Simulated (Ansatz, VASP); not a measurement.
## HfN in VASP and in Ansatz

```
Hf N
1.0
     3.11287    0.00000    0.00000
    -1.55644    2.69583    0.00000
     0.00000    0.00000    5.38041
Hf N
2 2
Cartesian
  0.0000 1.7972 1.3451
  1.5564 0.8986 4.0353
  0.0000 0.0000 2.6902
  0.0000 0.0000 0.0000
```

Change from the starting cell: volume scaled by 0.98.

Alike in both runs: task single point; functional LDA; k mesh 10 × 10 × 5; occupations fermi-dirac, width 0.05 eV; no spin polarisation.

|  | VASP | Ansatz |
| --- | --- | --- |
| version | VASP 6.6.1 | Ansatz 0.2.0 |
| potentials or method | VASP PAW LDA potentials, release 64 (Hf_pv, N), cutoff 520 eV | all-electron LAPW, scalar-relativistic |

VASP gave:

```
gap on the k mesh at the Fermi level (eV)                     : none
pressure (GPa)                                                : -4.6
traceless stress, the component that is largest in VASP (GPa) : -0.42
```

Question: Which values does Ansatz return?

Answer: gap on the k mesh at the Fermi level (eV): none; pressure (GPa): -3.4; traceless stress, the component that is largest in VASP (GPa): -0.48.

LDA's correlation is that of Perdew and Zunger in VASP and of Perdew and Wang (1992) in Ansatz. A gap of «none» marks a metal or a gap that the smearing closes. Ansatz ran all-electron here, and VASP with PAW potentials.

Spin-orbit coupling is off throughout.
